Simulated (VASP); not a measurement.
# ZrO5 (P-62m) in VASP: single point with PBE

Aim: the single point of ZrO5 with PBE.

Everything below comes from runs of VASP 6.6.1. Logs are shortened: lines on timing, memory, paths and dates and some standing lists are left out, and cuts for length are marked.

**1. The cell of the first run**

The structure is hexagonal, space group P-62m (No. 189). Conventional cell: a = 4.105 Å, b = 4.105 Å, c = 4.489 Å, α = 90.00°, β = 90.00°, γ = 120.00°. Within 2.0 Å of Zr (site symmetry -62m) lie 5 O at 1.46 to 1.50 Å. O (site symmetry m2m) has 1 Zr at 1.46 Å within 2.0 Å. Within 2.0 Å of O (site symmetry 3m) lie 1 O at 1.49 Å and 1 Zr at 1.50 Å.

**2. Single point, PBE**

The input, INCAR:

```
SYSTEM = ZrO5
PREC = Accurate
ENCUT = 520
EDIFF = 1E-6
ISMEAR = 0
SIGMA = 0.1
LREAL = .False.
LASPH = .True.
NELM = 60
ALGO = Normal
ISIF = 2
LWAVE = .False.
LCHARG = .False.
GGA = PE
NBANDS = 30
```

The input, KPOINTS:

```
Automatic mesh
0
Gamma
  6 6 4
  0 0 0
```

The input, POSCAR:

```
ZrO5
1.0
    4.1047426600      0.0000000000      0.0000000000
   -2.0523713300      3.5548114200      0.0000000000
    0.0000000000      0.0000000000      4.4885643100
Zr O
1 5
Direct
    0.0000000000      0.0000000000      0.0000000000
    0.6437806000      0.0000000000      0.0000000000
    0.0000000000      0.6437806000      0.0000000000
    0.3562194000      0.3562194000      0.0000000000
    0.0000000000      0.0000000000      0.3342535400
    0.0000000000      0.0000000000      0.6657464600
```

Potentials or basis: VASP PAW PBE potentials, release 64 (Zr_sv, O).

Launch:

```sh
cat potpaw_PBE.64/Zr_sv/POTCAR potpaw_PBE.64/O/POTCAR > POTCAR
mpirun -np 1 vasp_std > vasp.out
```

OUTCAR:

```text
SYSTEM = ZrO5
   PREC = Accurate
   ENCUT = 520
   EDIFF = 1E-6
   ISMEAR = 0
   LREAL = .False.
   LASPH = .True.
   NELM = 60
   ISIF = 2
   GGA = PE

 ion  position               nearest neighbor table
   1  0.000  0.000  0.000-   2 1.46   3 1.46   4 1.46   5 1.50   6 1.50   2 2.64   3 2.64   4 2.64

   2  0.644  0.000  0.000-   1 1.46   1 2.64
   3  0.000  0.644  0.000-   1 1.46   1 2.64
   4  0.356  0.356  0.000-   1 1.46   1 2.64
   5  0.000  0.000  0.334-   6 1.49   1 1.50
   6  0.000  0.000  0.666-   5 1.49   1 1.50

 -----------------------------------------------------------------------------
|                                                                             |
|           W    W    AA    RRRRR   N    N  II  N    N   GGGG   !!!           |
|           W    W   A  A   R    R  NN   N  II  NN   N  G    G  !!!           |
|           W    W  A    A  R    R  N N  N  II  N N  N  G       !!!           |
|           W WW W  AAAAAA  RRRRR   N  N N  II  N  N N  G  GGG   !            |
|           WW  WW  A    A  R   R   N   NN  II  N   NN  G    G                |
|           W    W  A    A  R    R  N    N  II  N    N   GGGG   !!!           |
|                                                                             |
|     The distance between some ions is very small. Please check the          |
|     nearest-neighbor list in the OUTCAR file.                               |
|     I HOPE YOU KNOW WHAT YOU ARE DOING!                                     |
|                                                                             |
 -----------------------------------------------------------------------------

  LATTYP: Found a hexagonal cell.
 ALAT       =     4.1047426600
 C/A-ratio  =     1.0935068729

  Lattice vectors:

 A1 = (   4.1047426600,   0.0000000000,   0.0000000000)
 A2 = (  -2.0523713300,   3.5548114200,   0.0000000000)
 A3 = (   0.0000000000,   0.0000000000,   4.4885643100)

Analysis of symmetry for initial positions (statically):
=====================================================================
 Subroutine PRICEL returns:
 Original cell was already a primitive cell.

 Routine SETGRP: Setting up the symmetry group for a
 hexagonal supercell.

 Subroutine GETGRP returns: Found 12 space group operations
 (whereof 12 operations were pure point group operations)
 out of a pool of 24 trial point group operations.

The static configuration has the point symmetry D_3h.

Analysis of symmetry for dynamics (positions and initial velocities):
=====================================================================
 Subroutine PRICEL returns:
 Original cell was already a primitive cell.

 Routine SETGRP: Setting up the symmetry group for a
 hexagonal supercell.

 Subroutine GETGRP returns: Found 12 space group operations
 (whereof 12 operations were pure point group operations)
 out of a pool of 24 trial point group operations.

The dynamic configuration has the point symmetry D_3h.

 Subroutine INISYM returns: Found 12 space group operations
 (whereof 12 operations are pure point group operations),
 and found     1 'primitive' translations

----------------------------------------------------------------------------------------

                                     Primitive cell

  volume of cell :      65.4953

  direct lattice vectors                    reciprocal lattice vectors
     4.104742660  0.000000000  0.000000000     0.243620632  0.140654437  0.000000000
    -2.052371330  3.554811420  0.000000000     0.000000000  0.281308875  0.000000000
     0.000000000  0.000000000  4.488564310     0.000000000  0.000000000  0.222788386

  length of vectors
     4.104742660  4.104742660  4.488564310     0.281308875  0.281308875  0.222788386

  position of ions in fractional coordinates (direct lattice)
     0.000000000  0.000000000  0.000000000
     0.643780600  0.000000000  0.000000000
     0.000000000  0.643780600  0.000000000
     0.356219400  0.356219400  0.000000000
     0.000000000  0.000000000  0.334253540
     0.000000000  0.000000000  0.665746460

  ion indices of the primitive-cell ions
   primitive index   ion index
                 1           1
                 2           2
                 3           3
                 4           4
                 5           5
                 6           6

----------------------------------------------------------------------------------------

 KPOINTS: Automatic mesh

Automatic generation of k-mesh.
 Grid dimensions read from file:
 generate k-points for:    6    6    4

 Generating k-lattice:

  Cartesian coordinates                     Fractional coordinates (reciprocal lattice)
     0.040603439  0.023442406  0.000000000     0.166666667  0.000000000  0.000000000
     0.000000000  0.046884812  0.000000000     0.000000000  0.166666667  0.000000000
     0.000000000  0.000000000  0.055697097     0.000000000  0.000000000  0.250000000

  Length of vectors
     0.046884812  0.046884812  0.055697097

  Shift w.r.t. Gamma in fractional coordinates (k-lattice)
     0.000000000  0.000000000  0.000000000

 Subroutine IBZKPT returns following result:
 ===========================================

 Found     21 irreducible k-points:

 Following reciprocal coordinates:
            Coordinates               Weight
  0.000000  0.000000  0.000000      1.000000
  0.166667  0.000000  0.000000      6.000000
  0.333333 -0.000000  0.000000      6.000000
  0.500000  0.000000  0.000000      3.000000
  0.166667  0.166667  0.000000      6.000000
  0.333333  0.166667  0.000000     12.000000
[... 13 lines left out ...]
  0.333333  0.166667  0.500000     12.000000
  0.333333  0.333333  0.500000      2.000000
   k-points           NKPTS =     21   k-points in BZ     NKDIM =     21   number of bands    NBANDS=     30
   number of dos      NEDOS =    301   number of ions     NIONS =      6
   total plane-waves  NPLWV =  36864
   dimension x,y,z NGX =    32 NGY =   32 NGZ =   36
   dimension x,y,z NGXF=    64 NGYF=   64 NGZF=   72
   ions per type =               1   5
   NGX,Y,Z   is equivalent  to a cutoff of  12.96, 12.96, 13.33 a.u.
   NGXF,Y,Z  is equivalent  to a cutoff of  25.92, 25.92, 26.67 a.u.
 SYSTEM =  ZrO5
   PREC   = accura    normal or accurate (medium, high low for compatibility)
   ISTART =      0    job   : 0-new  1-cont  2-samecut
   ICHARG =      2    charge: 1-file 2-atom 10-const
   ISPIN  =      1    spin polarized calculation?
   LNONCOLLINEAR =      F non collinear calculations
   LSORBIT =      F    spin-orbit coupling
   LASPH  =      T    aspherical Exc in radial PAW
   ENCUT  =  520.0 eV  38.22 Ry    6.18 a.u.   7.63  7.63  8.35*2*pi/ulx,y,z
   NELM   =     60;   NELMIN=  2; NELMDL= -5     # of ELM steps
   EDIFF  = 0.1E-05   stopping-criterion for ELM
   LREAL  =      F    real-space projection
   EDIFFG = 0.1E-04   stopping-criterion for IOM
   NSW    =      0    number of steps for IOM
   IBRION =     -1    ionic relax: 0-MD 1-quasi-New 2-CG
   NFREE  =      0    steps in history (QN), initial steepest desc. (CG)
   ISIF   =      2    stress and relaxation
   ISYM   =      2    0-nonsym 1-usesym 2-fastsym
   POTIM  = 0.5000    time-step for ionic-motion
   TEBEG  =    0.0;   TEEND  =   0.0 temperature during run
   PSTRESS=    0.0 pullay stress
   NELECT =      42.0000    total number of electrons
   NUPDOWN=      -1.0000    fix difference up-down
   EMIN   =  10.00;   EMAX   =-10.00  energy-range for DOS
   EFERMI =   0.00;   METHOD = LEGACY
   ISMEAR =     0;   SIGMA  =   0.10  broadening in eV -4-tet -1-fermi 0-gaus
   EFERMI_NEDOS =   21; number of points for ismear=-14 and -15
   IALGO  =     38    algorithm
   IMIX   =      4    mixing-type and parameters
     AMIX     =   0.40;   BMIX     =  1.00
     AMIX_MAG =   1.60;   BMIX_MAG =  1.00
  volume/ion in A,a.u.               =      10.92        73.66
  Fermi-wavevector in a.u.,A,eV,Ry     =   1.411740  2.667801 27.116531  1.993009
  Thomas-Fermi vector in A             =   2.533560
   LORBIT       =      0    0 simple, 1 ext, 2 COOP (PROOUT), +10 PAW based schemes
   GGA     = PE    functional components
   LHFCALC =     F    Hartree Fock is set to
   AEXX    =    0.0000 exact exchange contribution
   IVDW    =     0    specifies the selected vdW correction
   LEPSILON=     F    determine dielectric tensor
   LRPA    =     F    only Hartree local field effects (RPA)
 non-spin polarized calculation
 Gauss-broadening in eV      SIGMA  =   0.10
  energy-cutoff  :      520.00
  volume of cell :       65.50
 maximum number of plane-waves:      1811
 NGX is ok and might be reduce to    32
   NGX = 15   NGY = 15   NGZ = 17

 number of electron      41.9999998 magnetization

 Free energy of the ion-electron system (eV)
  ---------------------------------------------------
  ext. energy  EPLUGINS =         0.00000000
  ---------------------------------------------------
  free energy    TOTEN  =        -6.14940493 eV

  energy without entropy =       -6.13129513  energy(sigma->0) =       -6.14035003

 E-fermi :   2.9542     XC(G=0):  -9.7734

 val. band max:        2.9510736891   @ k =   0.0000   0.0000   0.2500
 cond. band min:       2.9696070394   @ k =   0.3333  -0.0000   0.2500
 fundamental gap:      0.0185333503
 Fermi energy:         2.9542047753

 k-point     1 :       0.0000    0.0000    0.0000
  band No.  band energies     occupation
      1     -46.5120      2.00000
      2     -28.1586      2.00000
      3     -28.0889      2.00000
      4     -28.0889      2.00000
      5     -19.0191      2.00000
      6     -16.0200      2.00000
[... 22 lines left out ...]
     29      15.6506      0.00000
     30      17.3050      0.00000

 k-point     2 :       0.1667    0.0000    0.0000
  band No.  band energies     occupation
      1     -46.5097      2.00000
      2     -28.1560      2.00000
      3     -28.1401      2.00000
      4     -28.1019      2.00000
      5     -18.9971      2.00000
      6     -15.7408      2.00000
[... 22 lines left out ...]
     29      15.8133      0.00000
     30      16.6530      0.00000

 k-point     3 :       0.3333   -0.0000    0.0000
  band No.  band energies     occupation
      1     -46.5051      2.00000
      2     -28.2400      2.00000
      3     -28.1513      2.00000
      4     -28.1279      2.00000
      5     -18.9595      2.00000
      6     -15.1034      2.00000
[... 22 lines left out ...]
     29      15.6241      0.00000
     30      16.7475      0.00000

 k-point     4 :       0.5000    0.0000    0.0000
  band No.  band energies     occupation
      1     -46.5029      2.00000
      2     -28.2889      2.00000
      3     -28.1491      2.00000
      4     -28.1410      2.00000
      5     -18.9434      2.00000
      6     -14.7333      2.00000
[... 22 lines left out ...]
     29      15.3113      0.00000
     30      17.0147      0.00000

 k-point     5 :       0.1667    0.1667    0.0000
  band No.  band energies     occupation
      1     -46.5063      2.00000
      2     -28.2061      2.00000
      3     -28.1525      2.00000
      4     -28.1309      2.00000
      5     -18.9681      2.00000
      6     -15.2642      2.00000
[... 22 lines left out ...]
     29      15.9098      0.00000
     30      16.2364      0.00000
[... 427 lines left out ...]
     29      15.0388      0.00000
     30      17.3493      0.00000

 k-point    19 :       0.1667    0.1667    0.5000
  band No.  band energies     occupation
      1     -46.5039      2.00000
      2     -28.3443      2.00000
      3     -28.2032      2.00000
      4     -28.1282      2.00000
      5     -16.7572      2.00000
      6     -15.4066      2.00000
[... 22 lines left out ...]
     29      15.5650      0.00000
     30      16.0202      0.00000

 k-point    20 :       0.3333    0.1667    0.5000
  band No.  band energies     occupation
      1     -46.5006      2.00000
      2     -28.3407      2.00000
      3     -28.2612      2.00000
      4     -28.1635      2.00000
      5     -16.5143      2.00000
      6     -15.4010      2.00000
[... 22 lines left out ...]
     29      15.7722      0.00000
     30      16.8491      0.00000

 k-point    21 :       0.3333    0.3333    0.5000
  band No.  band energies     occupation
      1     -46.4993      2.00000
      2     -28.3394      2.00000
      3     -28.2281      2.00000
      4     -28.2281      2.00000
      5     -16.4276      2.00000
      6     -15.3990      2.00000
[... 22 lines left out ...]
     29      16.3059      0.00000
     30      17.3441      0.00000

------------------------ aborting loop because EDIFF is reached ----------------------------------------

  FORCE on cell =-STRESS in cart. coord.  units (eV):
  Direction    XX          YY          ZZ          XY          YZ          ZX
  --------------------------------------------------------------------------------------
  -------------------------------------------------------------------------------------
  Total       70.5561938     70.5561938     87.3104923      0.0000000     -0.0000000      0.0000000
  in kB     1725.9800574   1725.9800578   2135.8318857      0.0000000     -0.0000000      0.0000000
  external PRESSURE =    1862.5973336 kB  Pullay stress =       0.0000000 kB

 VOLUME and BASIS-vectors are now :
 -----------------------------------------------------------------------------
  energy-cutoff  :      520.00
  volume of cell :       65.50
      direct lattice vectors                 reciprocal lattice vectors
     4.104742660  0.000000000  0.000000000     0.243620632  0.140654437  0.000000000
    -2.052371330  3.554811420  0.000000000     0.000000000  0.281308875  0.000000000
     0.000000000  0.000000000  4.488564310     0.000000000  0.000000000  0.222788386

 POSITION                                       TOTAL-FORCE (eV/Angst)
 -----------------------------------------------------------------------------------
      0.00000      0.00000      0.00000         0.000000     -0.000000      0.000000
      2.64255      0.00000      0.00000       -28.739231     -0.000000     -0.000000
     -1.32128      2.28852      0.00000        14.369615    -24.888904     -0.000000
      0.73109      1.26629      0.00000        14.369615     24.888904      0.000000
      0.00000      0.00000      1.50032         0.000000     -0.000000     23.427440
      0.00000      0.00000      2.98825         0.000000     -0.000000    -23.427440
 -----------------------------------------------------------------------------------
    total drift:                                0.000001      0.000002     -0.000000

  FREE ENERGIE OF THE ION-ELECTRON SYSTEM (eV)
  ---------------------------------------------------
  free  energy   TOTEN  =        -6.1494049263 eV

  energy  without entropy=       -6.1312951284  energy(sigma->0) =       -6.14035003
```

Wall time 18 s (1 thread of Intel Xeon 6975P-C (Granite Rapids), shared host); peak memory 0.19 GiB.

Results:

| Property | Result |
| --- | --- |
| Free energy | -6.1494 eV |
| Pressure | 186.3 GPa |
| Largest force | 28.739 eV/Å |
| Band gap on the k mesh | zero (band 21 reaches 3.27 eV, above the bottom of band 22 at 2.55 eV) |

Forces on the atoms (eV/Å):
```
Zr    0.000   0.000   0.000
O   -28.739   0.000   0.000
O    14.370 -24.889   0.000
O    14.370  24.889   0.000
O     0.000   0.000  23.427
O     0.000   0.000 -23.427
```

Stress tensor (GPa, compression positive):
```
172.60   0.00   0.00
  0.00 172.60   0.00
  0.00   0.00 213.58
```

Caveat: forces of over 1 eV/Å act on the atoms, so gaps and moduli don't describe the material at rest.
